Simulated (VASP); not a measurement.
# WSe2 in VASP: a series of runs, part 2 of 2

VASP 6.6.1. Earlier steps stand in the parts before.

### Step 3. Single point, PBE+D3(BJ) (18.67 Å³/atom)

This run uses another cell than the first one, of 18.67 Å³/atom.

Contents of INCAR:

```
SYSTEM = WSe2
PREC = Accurate ; ENCUT = 520
EDIFF = 1E-6 ; ISMEAR = 0
SIGMA = 0.02 ; LREAL = .False.
LASPH = .True. ; NELM = 60
ALGO = Normal ; ISIF = 2
LWAVE = .False. ; LCHARG = .False.
GGA = PE ; IVDW = 12
NBANDS = 35
```

Contents of KPOINTS:

```
regular mesh
0
Gamma
  9 9 2
  0 0 0
```

Contents of POSCAR:

```
WSe2
1.0
    3.2375499901      0.0000000000      0.0000000000
   -1.6187749950      2.8038005374      0.0000000000
    0.0000000000      0.0000000000     12.3388853900
W Se
2 4
Direct
    0.6666666667      0.3333333333      0.2500321353
    0.3333333333      0.6666666667      0.7499678647
    0.3333333333      0.6666666667      0.3869514868
    0.6666666667      0.3333333333      0.8868883230
    0.3333333333      0.6666666667      0.1131116770
    0.6666666667      0.3333333333      0.6130485132
```

Potentials or basis: VASP PAW PBE potentials, release 64 (W_sv, Se).

The run is started by

```bash
$ cat potpaw_PBE.64/W_sv/POTCAR potpaw_PBE.64/Se/POTCAR > POTCAR
$ mpirun -np 1 vasp_std > vasp.out
```

Run time: 2.3 min. Hardware: 1 thread of Intel Xeon 8259CL, shared host; peak memory 0.27 GiB.

The run converged. Its results:

- Free energy: -45.8437 eV
- Pressure: 4.4 GPa
- Largest force: 0.051 eV/Å
- Band gap on the k mesh: 0.81 eV (least direct gap 1.62 eV)
- Dispersion energy per atom: -0.507 eV

Forces on the atoms (eV/Å):
```
W    0.000  0.000 -0.001
W    0.000  0.000  0.001
Se   0.000  0.000  0.049
Se   0.000  0.000  0.051
Se   0.000  0.000 -0.051
Se   0.000  0.000 -0.049
```

Stress tensor (GPa, compression positive):
```
4.40 0.00 0.00
0.00 4.40 0.00
0.00 0.00 4.53
```

Levels at points of the mesh, in eV from the valence-band top:
```
           k point  band 22  band 23  band 24  band 25  band 26  band 27  band 28  band 29  band 30  band 31
(0.00, 0.00, 0.00)    -1.48    -1.48    -1.47    -0.72     0.00     2.58     2.58     2.60     2.60     2.70
(0.00, 0.00, 0.50)    -1.54    -1.54    -1.54    -0.17    -0.17     2.58     2.58     2.58     2.58     2.86
```

Caveat: the cell stands under pressure; spin-orbit coupling is left out, which moves the levels of the heavy elements. A k mesh can miss the band edges.

### Step 4. Single point, PBE+D3(BJ) (19.26 Å³/atom)

This run uses another cell than the first one, of 19.26 Å³/atom.

Contents of INCAR:

```
SYSTEM = WSe2
ALGO     = Normal         ! electronic algorithm
EDIFF    = 1E-6           ! SCF threshold, eV
ENCUT    = 520            ! plane-wave cutoff, eV
GGA      = PE             ! functional
ISIF     = 2              ! what is computed and relaxed
ISMEAR   = 0              ! smearing method
IVDW     = 12             ! dispersion correction
LASPH    = .True.         ! aspherical terms in the spheres
LCHARG   = .False.        ! write CHGCAR
LREAL    = .False.        ! projectors in reciprocal space
LWAVE    = .False.        ! write WAVECAR
NBANDS   = 35             ! bands
NELM     = 80             ! most SCF steps
PREC     = Accurate       ! precision mode
SIGMA    = 0.02           ! smearing width, eV
```

Contents of KPOINTS:

```
k-points
0
Gamma
  9 9 2
  0 0 0
```

Contents of POSCAR:

```
WSe2
1.0
    3.2606899907      0.0000000000      0.0000000000
   -1.6303449953      2.8238403658      0.0000000000
    0.0000000000      0.0000000000     12.5526019181
W Se
2 4
Direct
    0.6666666667      0.3333333333      0.2500108211
    0.3333333333      0.6666666667      0.7499891789
    0.3333333333      0.6666666667      0.3843686753
    0.6666666667      0.3333333333      0.8843472903
    0.3333333333      0.6666666667      0.1156527097
    0.6666666667      0.3333333333      0.6156313247
```

The run is started by

```bash
$ cat potpaw_PBE.64/W_sv/POTCAR potpaw_PBE.64/Se/POTCAR > POTCAR
$ mpirun -np 1 vasp_std > vasp.out
```

It took 2.2 min on 1 thread of Intel Xeon 8259CL, shared host; peak memory 0.28 GiB.

The run converged. Its results:

```
Free energy                : -45.9102 eV
Pressure                   : 2.1 GPa
Largest force              : 0.050 eV/Å
Band gap on the k mesh     : 0.90 eV (least direct gap 1.60 eV)
Dispersion energy per atom : -0.491 eV
```

Forces in eV/Å, atoms in the order of the input:
```
W    0.000  0.000  0.000
W    0.000  0.000  0.000
Se   0.000  0.000  0.050
Se   0.000  0.000  0.050
Se   0.000  0.000 -0.050
Se   0.000  0.000 -0.050
```

Stress tensor (GPa, compression positive):
```
2.01 0.00 0.00
0.00 2.01 0.00
0.00 0.00 2.15
```

Levels at points of the mesh, in eV from the valence-band top:
| k point | band 22 | band 23 | band 24 | band 25 | band 26 | band 27 | band 28 | band 29 | band 30 | band 31 |
| --- | --- | --- | --- | --- | --- | --- | --- | --- | --- | --- |
| (0.00, 0.00, 0.00) | -1.48 | -1.48 | -1.33 | -0.84 | 0.00 | 2.61 | 2.61 | 2.63 | 2.63 | 2.69 |
| (0.00, 0.00, 0.50) | -1.52 | -1.52 | -1.52 | -0.19 | -0.19 | 2.60 | 2.60 | 2.60 | 2.60 | 2.84 |

Caveat: spin-orbit coupling is left out, which moves the levels of the heavy elements.

### Step 5. Single point, PBE+D3(BJ)

This run uses another cell than the first one, of 19.86 Å³/atom.

Contents of INCAR:

```
ALGO     = Normal         # electronic algorithm
EDIFF    = 1E-7           # SCF threshold, eV
ENCUT    = 520            # plane-wave cutoff, eV
GGA      = PE             # functional
ISIF     = 2              # what is computed and relaxed
ISMEAR   = 0              # smearing method
IVDW     = 12             # dispersion correction
LASPH    = T              # aspherical terms in the spheres
LCHARG   = T              # write CHGCAR
LELF     = T              # ELF
LREAL    = F              # projectors in reciprocal space
LVHAR    = T            
LWAVE    = F              # write WAVECAR
NBANDS   = 35             # bands
NELM     = 60             # most SCF steps
PREC     = Accurate       # precision mode
SIGMA    = 0.02           # smearing width, eV
```

Contents of KPOINTS:

```
k-points
0
Gamma
  9 9 2
```

Contents of POSCAR:

```
WSe2
1.0
    3.2788922331      0.0000000000      0.0000000000
   -1.6394461166      2.8396039702      0.0000000000
    0.0000000000      0.0000000000     12.7975476889
W Se
2 4
Direct
    0.6666666667      0.3333333333      0.2500165997
    0.3333333333      0.6666666667      0.7499834003
    0.3333333333      0.6666666667      0.3816306155
    0.6666666667      0.3333333333      0.8815963396
    0.3333333333      0.6666666667      0.1184036604
    0.6666666667      0.3333333333      0.6183693845
```

The run is started by

```bash
$ cat potpaw_PBE.64/W_sv/POTCAR potpaw_PBE.64/Se/POTCAR > POTCAR
$ mpirun -np 1 vasp_std > vasp.out
```

Wall time 2.6 min (1 thread of Intel Xeon 8259CL, shared host); peak memory 0.28 GiB.

The run converged. Its results:

* Free energy: -45.9303 eV
* Pressure: 0.3 GPa
* Largest force: 0.051 eV/Å
* Band gap on the k mesh: 1.00 eV (least direct gap 1.56 eV)
* Dispersion energy per atom: -0.475 eV

Forces on the atoms (eV/Å):
```
W    0.000  0.000  0.000
W    0.000  0.000  0.000
Se   0.000  0.000  0.051
Se   0.000  0.000  0.051
Se   0.000  0.000 -0.051
Se   0.000  0.000 -0.051
```

Stress tensor (GPa, compression positive):
```
0.29 0.00 0.00
0.00 0.29 0.00
0.00 0.00 0.39
```

Levels at points of the mesh, in eV from the valence-band top:
```tsv
k point	band 23	band 24	band 25	band 26	band 27	band 28	band 29	band 30
(0.00, 0.00, 0.00)	-1.46	-1.20	-0.97	0.00	2.63	2.63	2.69	2.69
(0.00, 0.00, 0.50)	-1.49	-1.49	-0.21	-0.21	2.63	2.63	2.63	2.63
```

Caveat: spin-orbit coupling is left out, which moves the levels of the heavy elements. A k mesh can miss the band edges.

### Step 6. Single point, PBE+D3(BJ) (20.45 Å³/atom)

This run uses another cell than the first one, of 20.45 Å³/atom.

Contents of INCAR:

```
PREC = Accurate
ENCUT = 520
EDIFF = 1E-6
ISMEAR = 0
SIGMA = 0.02
LREAL = F
LASPH = T
NELM = 100
ALGO = Normal
ISIF = 2
LWAVE = F
LCHARG = F
GGA = PE
IVDW = 12
NBANDS = 35
```

Contents of KPOINTS:

```
Automatic mesh
0
Gamma
  9 9 2
```

Contents of POSCAR:

```
WSe2
1.0
    3.2938920572      0.0000000000      0.0000000000
   -1.6469460286      2.8525941988      0.0000000000
    0.0000000000      0.0000000000     13.0616950872
W Se
2 4
Direct
    0.6666666667      0.3333333333      0.2499867417
    0.3333333333      0.6666666667      0.7500132583
    0.3333333333      0.6666666667      0.3787852959
    0.6666666667      0.3333333333      0.8788115799
    0.3333333333      0.6666666667      0.1211884201
    0.6666666667      0.3333333333      0.6212147041
```

Potentials or basis: VASP PAW PBE potentials, release 64 (W_sv, Se).

The run is started by

```bash
$ cat potpaw_PBE.64/W_sv/POTCAR potpaw_PBE.64/Se/POTCAR > POTCAR
$ mpirun -np 1 vasp_std > vasp.out
```

Run time: 2.8 min. Hardware: 1 thread of Intel Xeon 8259CL, shared host; peak memory 0.28 GiB.

Results (log left out):

```yaml
Free_energy: -45.9173 eV
Pressure: -0.9 GPa
Largest_force: 0.047 eV/Å
Band_gap_on_the_k_mesh: 1.09 eV (least direct gap 1.53 eV)
Dispersion_energy_per_atom: -0.461 eV
```

Forces in eV/Å, atoms in the order of the input:
```
W    0.000  0.000  0.000
W    0.000  0.000  0.000
Se   0.000  0.000  0.047
Se   0.000  0.000  0.047
Se   0.000  0.000 -0.047
Se   0.000  0.000 -0.047
```

Stress tensor (GPa, compression positive):
```
-0.98  0.00  0.00
 0.00 -0.98  0.00
 0.00  0.00 -0.85
```

Levels at points of the mesh, in eV from the valence-band top:
```csv
k point,band 24,band 25,band 26,band 27,band 28,band 29
"(0.00, 0.00, 0.00)",-1.09,-1.08,0.00,2.66,2.66,2.71
"(0.00, 0.00, 0.50)",-1.46,-0.22,-0.22,2.67,2.67,2.67
```

Caveat: spin-orbit coupling is left out, which moves the levels of the heavy elements.

### Step 7. Overview

| cell | gap on the mesh (eV) | pressure (GPa) | largest force (eV/Å) |
| --- | --- | --- | --- |
| a = 3.211, b = 3.211, c = 12.147 Å, angles 90.0, 90.0, 120.0°, 6 atoms, atomic positions A | 0.71 | 7.5 | 0.05 |
| a = 3.238, b = 3.238, c = 12.339 Å, angles 90.0, 90.0, 120.0°, 6 atoms, atomic positions B | 0.81 | 4.4 | 0.05 |
| a = 3.261, b = 3.261, c = 12.553 Å, angles 90.0, 90.0, 120.0°, 6 atoms, atomic positions C | 0.90 | 2.1 | 0.05 |
| a = 3.279, b = 3.279, c = 12.798 Å, angles 90.0, 90.0, 120.0°, 6 atoms, atomic positions D | 1.00 | 0.3 | 0.05 |
| a = 3.294, b = 3.294, c = 13.062 Å, angles 90.0, 90.0, 120.0°, 6 atoms, atomic positions E | 1.09 | -0.9 | 0.05 |

Alike in all rows: task single point; level PBE+D3(BJ); potentials or basis VASP PAW PBE potentials, release 64 (W_sv, Se); no spin polarisation; k mesh 9 × 9 × 2; cutoff (eV) 520; smearing gaussian 0.02 eV.

Caveats: spin-orbit coupling is left out, which moves the levels of the heavy elements; the cell stands under pressure (at least some runs).

Absolute energies hang on the potentials; compare differences alone.
